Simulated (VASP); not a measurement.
A run of VASP 6.6.1 is set up as follows.

File INCAR:

```
SYSTEM = Sr
PREC = Accurate
ENCUT = 600
EDIFF = 1E-7
ISMEAR = -1
SIGMA = 0.1
LREAL = .False.
LASPH = .True.
NELM = 100
ALGO = Normal
ISIF = 3
LWAVE = .False.
LCHARG = .False.
GGA = PE
IBRION = 2
NSW = 80
EDIFFG = -0.01
```

The input KPOINTS:

```
regular mesh
0
Gamma
  6 6 8
  0 0 0
```

The input POSCAR:

```
Sr
1.0
    6.8275133244      0.0000000000      0.0000000000
   -3.4137566622      5.9127999836      0.0000000000
    0.0000000000      0.0000000000      4.1852656678
Sr
3
Direct
    0.0000000000      0.0000000000      0.0000000000
    0.3333333333      0.6666666667      0.5000000000
    0.6666666667      0.3333333333      0.5000000000
```

Potentials or basis: VASP PAW PBE potentials, release 64 (Sr_sv).

Run with:

```console
$ cat potpaw_PBE.64/Sr_sv/POTCAR > POTCAR
$ mpirun -np 1 vasp_std > vasp.out
```

(1) Estimate the relaxed volume.

(2) What does it give for the band gap on the k mesh?

(3) Estimate the space group after relaxing (to 0.1 Å).

## Answers

(1) 55.48 Å³/atom.

(2) zero (bands 15 and 16 overlap by 0.21 eV).

(3) P6/mmm (No. 191).
